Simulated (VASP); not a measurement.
Wanted: the native input for a VASP 6.6.1 run.

```yaml
Task: single point
Functional: PBE
Potentials_or_basis: VASP PAW PBE potentials, release 64 (In_d, As)
Cutoff: 520 eV
k_mesh: 14 × 14 × 14
Occupations: gaussian, width 0.15 eV
Spin: no spin polarisation
Dipole_correction: no
Further_INCAR_settings: ALGO = Normal; EDIFF = 1e-07; NBANDS = 16
```

The structure of InAs lies in POSCAR:

```
InAs
1.0
    0.0000000000      2.8773040000      2.8773040000
    2.8773040000      0.0000000000      2.8773040000
    2.8773040000      2.8773040000      0.0000000000
In As
1 1
Direct
    0.5000000000      0.5000000000      0.5000000000
    0.0000000000      0.0000000000      0.0000000000
```

The input as run:

INCAR

```
PREC = Accurate
ENCUT = 520
EDIFF = 1E-7
ISMEAR = 0
SIGMA = 0.15
LREAL = False
LASPH = True
NELM = 80
ALGO = Normal
ISIF = 2
LWAVE = False
LCHARG = False
GGA = PE
NBANDS = 16
```

KPOINTS

```
Automatic mesh
0
Gamma
  14 14 14
```

Potentials or basis: VASP PAW PBE potentials, release 64 (In_d, As).

Launch:

```bash
$ cat potpaw_PBE.64/In_d/POTCAR potpaw_PBE.64/As/POTCAR > POTCAR
$ mpirun -np 1 vasp_std > vasp.out
```

It gave:

- Pressure: -0.1 GPa
- Band gap on the k mesh: zero (band 9 reaches 6.30 eV, above the bottom of band 10 at 3.70 eV)

Caveat: spin-orbit coupling is left out, which moves the levels of the heavy elements.

It took 56 s on 1 thread of AMD EPYC 7R43 64-Core Processor (Zen 3), with other jobs on the host, peak memory 0.19 GiB.
